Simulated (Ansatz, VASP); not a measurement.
## ZnO in VASP and in Ansatz

```xyz
4
Lattice="3.1482 0.0000 0.0000 -1.5741 2.7264 0.0000 0.0000 0.0000 5.0636" Properties=species:S:1:pos:R:3 pbc="T T T"
Zn    0.0000    1.8176    2.5293
Zn    1.5741    0.9088   -0.0026
O     1.5741    0.9088    1.9217
O     0.0000    1.8176    4.4535
```

Alike in both runs: task single point; functional r2SCAN; k mesh 8 × 8 × 4; no spin polarisation.

```csv
,VASP,Ansatz
version,VASP 6.6.1,Ansatz 0.2.0
potentials or method,"VASP PAW PBE potentials, release 64 (Zn, O)","PAW with Ansatz's default frozen-core files, scalar-relativistic"
plane-wave cutoff (eV),520,500
occupations,"gaussian, width 0.01 eV",fixed
valence electrons in the cell,36,36
```

Ansatz gave:

| Item | Value |
| --- | --- |
| gap on the k mesh at the Fermi level (eV) | 1.36 |
| pressure (GPa) | 15.0 |
| traceless stress, the component that is largest in VASP (GPa) | 0.00 |

Q: What did VASP give for the same quantities?

A: gap on the k mesh at the Fermi level (eV): 1.36; pressure (GPa): 16.6; traceless stress, the component that is largest in VASP (GPa): 0.13.

VASP's potentials were made for PBE, not for r2SCAN.
